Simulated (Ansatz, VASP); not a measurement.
**MnS: VASP beside Ansatz**

File POSCAR:

```
MnS
1.0
    0.0000000000      2.6045000000      2.6045000000
    2.6045000000      0.0000000000      2.6045000000
    2.6045000000      2.6045000000      0.0000000000
Mn S
1 1
Direct
    0.0000000000      0.0000000000      0.0000000000
    0.5000000000      0.5000000000      0.5000000000
```

File INCAR.step1:

```
PREC     = Accurate       # precision mode
ENCUT    = 400            # plane-wave cutoff, eV
EDIFF    = 1E-5           # SCF threshold, eV
ISMEAR   = -1             # smearing method
SIGMA    = 0.05           # smearing width, eV
LREAL    = False          # projectors in reciprocal space
LASPH    = True           # aspherical terms in the spheres
NELM     = 200            # most SCF steps
ALGO     = Normal         # electronic algorithm
ISIF     = 2              # what is computed and relaxed
LWAVE    = True           # write WAVECAR
LCHARG   = False          # write CHGCAR
ISPIN    = 2              # spin polarisation
MAGMOM   = 4 0            # initial moments
LORBIT   = 11             # projections on sites
LMAXMIX  = 4              # l up to which the mixer works
GGA      = PE             # functional
NBANDS   = 20             # bands
GGA_COMPAT= False
```

Contents of INCAR.step2:

```
PREC     = Accurate       # precision mode
ENCUT    = 400            # plane-wave cutoff, eV
EDIFF    = 1E-6           # SCF threshold, eV
ISMEAR   = -1             # smearing method
SIGMA    = 0.05           # smearing width, eV
LREAL    = False          # projectors in reciprocal space
LASPH    = True           # aspherical terms in the spheres
NELM     = 200            # most SCF steps
ALGO     = Normal         # electronic algorithm
ISIF     = 2              # what is computed and relaxed
LWAVE    = False          # write WAVECAR
LCHARG   = False          # write CHGCAR
ISPIN    = 2              # spin polarisation
MAGMOM   = 4 0            # initial moments
LORBIT   = 11             # projections on sites
LMAXMIX  = 4              # l up to which the mixer works
GGA      = PE             # functional
LHFCALC  = True           # exact exchange
AEXX     = 0.25           # exact-exchange fraction
HFSCREEN = 0.2078699      # screening, 1/A
PRECFOCK = Normal       
ISTART   = 1            
NBANDS   = 20             # bands
GGA_COMPAT= False
```

Contents of KPOINTS:

```
regular mesh
0
Gamma
  5 5 5
```

Contents of input.yaml:

```yaml
crystal:
  lattice:
    - [0.0, 2.6045, 2.6045]
    - [2.6045, 0.0, 2.6045]
    - [2.6045, 2.6045, 0.0]
  atoms:
    - { symbol: Mn, position: [0.0, 0.0, 0.0], spin: 4.0 }
    - { symbol: S, position: [0.5, 0.5, 0.5] }
hamiltonian:
  xc:
    exchange: pbe
    correlation: pbe
    exx: { coeff: 0.25, omega: 0.2078699 }
  pseudopotentials: { kind: paw }
magnetization:
  spin_polarized: true
kpoints:
  mp_grid: { grid: [5, 5, 5] }
scf:
  occupations: { method: fermi_dirac, width: 0.05 }
output:
  forces: true
  stress: true
  eigenvalues: true
```

Alike in both runs: task single point; functional PBE-based screened hybrid with a share of 0.25 of exact exchange and HFSCREEN = 0.2078699; k mesh 5 × 5 × 5; occupations fermi-dirac, width 0.05 eV; collinear spin.

|  | VASP | Ansatz |
| --- | --- | --- |
| version | VASP 6.6.1 | Ansatz 0.2.0 |
| potentials or method | VASP PAW PBE potentials, release 64 (Mn_pv, S) | Ansatz PAW |
| plane-wave cutoff (eV) | 400 | 420 |
| valence electrons in the cell | 19 | 21 |

Ansatz gave:

- gap on the k mesh at the Fermi level (eV): 1.18
- least direct gap on the mesh (eV): 3.39
- pressure (GPa): 1.9
- net moment per atom (μB): 2.50
- size of the moment on the site where the two differ most (μB): 4.51

Question: Which values does VASP return?

Answer: gap on the k mesh at the Fermi level (eV): 1.18; least direct gap on the mesh (eV): 3.39; pressure (GPa): 1.3; net moment per atom (μB): 2.50; size of the moment on the site where the two differ most (μB): 4.56.

VASP's potentials were made for PBE, not for PBE-based screened hybrid. Site moments also hang on the region over which each program counts them. VASP's potentials hold 19 valence electrons a cell and Ansatz's 21, so a difference there can come from the potentials and not from the codes.

Noted on Ansatz's run: the magnetic or orbital state may not be the lowest; odd divisions of the mesh miss points on the zone boundary, where band edges often lie, so the gap on the mesh can be too wide.
